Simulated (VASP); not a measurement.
## BAs: single point with LDA

Crystal: BAs.

```
B As
1.0
     0.00000    2.38171    2.38171
     2.38171    0.00000    2.38171
     2.38171    2.38171    0.00000
B As
1 1
Direct
  0.00000 0.00000 0.00000
  0.75000 0.75000 0.75000
```

| Property | Result |
| --- | --- |
| Program | VASP 6.6.1 |
| Task | single point |
| Functional | LDA |
| Potentials or basis | VASP PAW LDA potentials, release 64 (B, As) |
| Cutoff | 520 eV |
| k mesh | 10 × 10 × 10 |
| Occupations | gaussian, width 0.01 eV |
| Spin | no spin polarisation |
| Dipole correction | no |
| Further INCAR settings | ALGO = Normal; EDIFF = 1e-07; NBANDS = 11 |

| Item | Value |
| --- | --- |
| Pressure | -1.9 GPa |
| Band gap on the k mesh | 1.11 eV (least direct gap 3.26 eV) |

Levels at points of the mesh, in eV from the valence-band top:
```csv
k point,band 1,band 2,band 3,band 4,band 5,band 6,band 7,band 8,band 9
"(0.00, 0.00, 0.00)",-15.45,0.00,0.00,0.00,3.26,3.26,3.26,4.80,9.40
"(0.50, 0.00, 0.00)",-12.57,-8.82,-1.83,-1.83,2.74,4.76,4.76,8.71,12.54
"(0.50, 0.50, 0.00)",-11.27,-8.47,-4.11,-4.11,1.33,1.40,11.31,11.31,12.72
```

Wall time 15 s on 1 thread of Intel(R) Xeon(R) Platinum 8488C (Sapphire Rapids), on a shared host, peak memory 0.15 GiB.

A k mesh can miss the band edges.
